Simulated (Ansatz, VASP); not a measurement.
## One calculation of Ge3AsN, two programs

File INCAR:

```
SYSTEM = Ge3AsN
ALGO = Fast ; EDIFF = 1E-6
EDIFFG = -0.005 ; ENCUT = 600
GGA = PE ; IBRION = 2
ISIF = 3 ; ISMEAR = 0
LASPH = .True. ; LCHARG = .False.
LREAL = .False. ; LWAVE = .False.
NELM = 60 ; NSW = 100
PREC = Accurate ; SIGMA = 0.1
```

KPOINTS

```
k-points
0
Gamma
  8 8 8
  0 0 0
```

The input POSCAR:

```
Ge3AsN
1.0
    4.4458285770      0.0000000000      0.0000000000
    0.0000000000      4.4458285770      0.0000000000
    0.0000000000      0.0000000000      4.4458285770
Ge As N
3 1 1
Direct
    0.0000000000      0.5000000000      0.5000000000
    0.5000000000      0.0000000000      0.5000000000
    0.5000000000      0.5000000000      0.0000000000
    0.0000000000      0.0000000000      0.0000000000
    0.5000000000      0.5000000000      0.5000000000
```

Input for Ansatz:

```yaml
crystal:
  lattice:
    - [4.445828577, 0.0, 0.0]
    - [0.0, 4.445828577, 0.0]
    - [0.0, 0.0, 4.445828577]
  atoms:
    - { symbol: Ge, position: [0.0, 0.5, 0.5] }
    - { symbol: Ge, position: [0.5, 0.0, 0.5] }
    - { symbol: Ge, position: [0.5, 0.5, 0.0] }
    - { symbol: As, position: [0.0, 0.0, 0.0] }
    - { symbol: "N", position: [0.5, 0.5, 0.5] }
basis:
  ecutwfc: 420
kpoints:
  mp_grid: { grid: [8, 8, 8] }
hamiltonian:
  xc: pbe
scf:
  occupations: { method: gaussian, width: 0.1 }
output:
  forces: true
  stress: true
  eigenvalues: true
relax:
  adjacent_minimum: "off"
  f_tol: 0.005
  max_steps: 80
  cell: { stress_tol: 0.05 }
```

Alike in both runs: task relaxation of cell and atoms; functional PBE; k mesh 8 × 8 × 8; occupations gaussian, width 0.1 eV; no spin polarisation.

```csv
,VASP,Ansatz
version,VASP 6.6.1,Ansatz 0.2.0
potentials or method,"VASP PAW PBE potentials, release 64 (Ge_d, As, N), cutoff 600 eV","scalar-relativistic, plane waves, PAW"
valence electrons in the cell,52,62
```

Ansatz gave:

| Item | Value |
| --- | --- |
| gap on the k mesh at the Fermi level, each at its own relaxed structure (eV) | none |
| relaxed volume (Å³/atom) | 17.64 |
| relaxed length of the cell vector where the two differ most in proportion (Å) | 4.451 |

Question: Which values does VASP return?

Answer: gap on the k mesh at the Fermi level, each at its own relaxed structure (eV): none; relaxed volume (Å³/atom): 17.65; relaxed length of the cell vector where the two differ most in proportion (Å): 4.452.

A gap of «none» marks a metal or a gap that the smearing closes. VASP's potentials hold 52 valence electrons a cell and Ansatz's 62, so a difference there can come from the potentials and not from the codes.
